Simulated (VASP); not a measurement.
A run of VASP 6.6.1 is set up as follows.

POSCAR

```
Bi
1.0
   -1.9681319396      1.9681319396      1.9681319396
    1.9681319396     -1.9681319396      1.9681319396
    1.9681319396      1.9681319396     -1.9681319396
Bi
1
Direct
    0.0000000000      0.0000000000      0.0000000000
```

The input INCAR.step1:

```
SYSTEM = Bi
ALGO = Normal
EDIFF = 1E-4
ENCUT = 520
GGA = PE
ISMEAR = -1
LASPH = .True.
LCHARG = .False.
LREAL = .False.
LWAVE = .True.
NBANDS = 14
NELM = 60
PREC = Accurate
SIGMA = 0.05
```

Contents of INCAR.step2:

```
SYSTEM = Bi
ALGO = Normal
EDIFF = 1E-6
ENCUT = 520
ISIF = 2
ISMEAR = -1
ISTART = 1
LASPH = .True.
LCHARG = .False.
LMIXTAU = .True.
LREAL = .False.
LWAVE = .False.
METAGGA = R2SCAN
NBANDS = 14
NELM = 60
PREC = Accurate
SIGMA = 0.05
```

Contents of KPOINTS:

```
k-points
0
Gamma
  9 9 9
  0 0 0
```

Potentials or basis: VASP PAW PBE potentials, release 64 (Bi_d).

The run is started by

```sh
$ cat potpaw_PBE.64/Bi_d/POTCAR > POTCAR
$ cp INCAR.step1 INCAR
$ mpirun -np 1 vasp_std > vasp.out
$ cp INCAR.step2 INCAR
$ mpirun -np 1 vasp_std > vasp.out
```

Q: Estimate the pressure.

A: 1.2 GPa.

Caveat: the PAW data sets were made with another functional, which shifts forces and pressure a little.
